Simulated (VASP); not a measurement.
MgH2: relaxation of cell and atoms with PBE

Crystal: MgH2.

```
Mg H
1.0
     3.47112   -5.88478    0.00000
     3.47112    5.88478    0.00000
     0.00000    0.00000    6.11107
Mg H
4 8
Cartesian
  3.4711 -2.9424 2.2008
  3.4711 2.9424 3.9103
  0.0000 0.0000 0.0000
  3.4711 0.0000 0.0000
  1.7356 2.9424 3.0555
  1.7356 -2.9424 3.0555
  3.4711 -4.4657 1.2330
  3.4711 -1.4190 1.2330
  3.4711 4.4657 4.8780
  3.4711 1.4190 4.8780
  1.7356 0.0000 0.0000
  5.2067 0.0000 0.0000
```

* Program: VASP 6.6.1
* Task: relaxation of cell and atoms
* Functional: PBE
* Potentials or basis: VASP PAW PBE potentials, release 64 (Mg, H)
* Cutoff: 600 eV
* k mesh: 4 × 4 × 4
* Occupations: gaussian, width 0.02 eV
* Spin: no spin polarisation
* Dipole correction: no
* Further INCAR settings: ALGO = Normal; EDIFF = 1e-07; IBRION = 2; EDIFFG = -0.01; NSW = 100; ISIF = 3

The relaxed volume is 20.80 Å³/atom and the relaxed cell is a = 6.832 Å, b = 6.832 Å, c = 6.110 Å, α = 90.00°, β = 90.00°, γ = 118.93°. The space group after relaxing (to 0.05 Å) is Cmme (No. 67), the energy gained by relaxing is 0.0 meV/atom and the ionic steps are 2. The pressure after relaxing is 0.0 GPa, the largest force after relaxing is 0.008 eV/Å and the band gap on the k mesh is 2.69 eV, direct.

Forces on the atoms (eV/Å):
```
Mg   0.000  0.000 -0.006
Mg   0.000  0.000  0.006
Mg   0.000  0.000  0.000
Mg   0.000  0.000  0.000
H    0.000  0.000  0.000
H    0.000  0.000  0.000
H    0.000 -0.007 -0.004
H    0.000  0.007 -0.004
H    0.000  0.007  0.004
H    0.000 -0.007  0.004
H    0.000  0.000  0.000
H    0.000  0.000  0.000
```

Final structure:
```yaml
crystal:
  lattice:
    - [3.47133, -5.88479, 0.00000]
    - [3.47133, 5.88479, 0.00000]
    - [0.00000, 0.00000, 6.10981]
  atoms:
    - { symbol: Mg, position: [0.75000, 0.25000, 0.36010] }
    - { symbol: Mg, position: [0.25000, 0.75000, 0.63990] }
    - { symbol: Mg, position: [0.00000, 0.00000, 0.00000] }
    - { symbol: Mg, position: [0.50000, 0.50000, 0.00000] }
    - { symbol: H, position: [0.00000, 0.50000, 0.50000] }
    - { symbol: H, position: [0.50000, 0.00000, 0.50000] }
    - { symbol: H, position: [0.87948, 0.12052, 0.20171] }
    - { symbol: H, position: [0.62052, 0.37948, 0.20171] }
    - { symbol: H, position: [0.12052, 0.87948, 0.79829] }
    - { symbol: H, position: [0.37948, 0.62052, 0.79829] }
    - { symbol: H, position: [0.25000, 0.25000, 0.00000] }
    - { symbol: H, position: [0.75000, 0.75000, 0.00000] }
```

Levels at points of the mesh, in eV from the valence-band top:
```
           k point  band 4  band 5  band 6  band 7  band 8  band 9  band 10  band 11  band 12  band 13
(0.00, 0.00, 0.00)   -2.10   -1.94   -1.65   -1.61   -0.14    3.33     4.65     4.75     5.07     5.17
(0.50, 0.00, 0.00)   -2.68   -1.37   -1.37   -0.66   -0.66    3.97     3.97     4.87     4.87     5.38
(0.50, 0.50, 0.00)   -2.22   -1.50   -1.49   -1.19   -0.13    3.41     3.90     4.21     4.62     4.88
(0.00, 0.00, 0.50)   -1.91   -1.61   -1.58   -1.17   -0.97    3.45     3.48     3.78     4.51     4.66
(0.50, 0.00, 0.50)   -2.81   -1.48   -1.48   -0.62   -0.62    3.28     3.28     4.65     4.65     5.59
(0.50, 0.50, 0.50)   -2.11   -1.73   -1.61   -1.56    0.00    2.69     3.66     4.30     5.11     5.56
```

Run time: 92 s on 1 thread of Intel(R) Xeon(R) 6975P-C (Granite Rapids) (shared host), peak memory 0.44 GiB.

A k mesh can miss the band edges. PBE gaps usually lie below the measured ones, often by a third to a half.
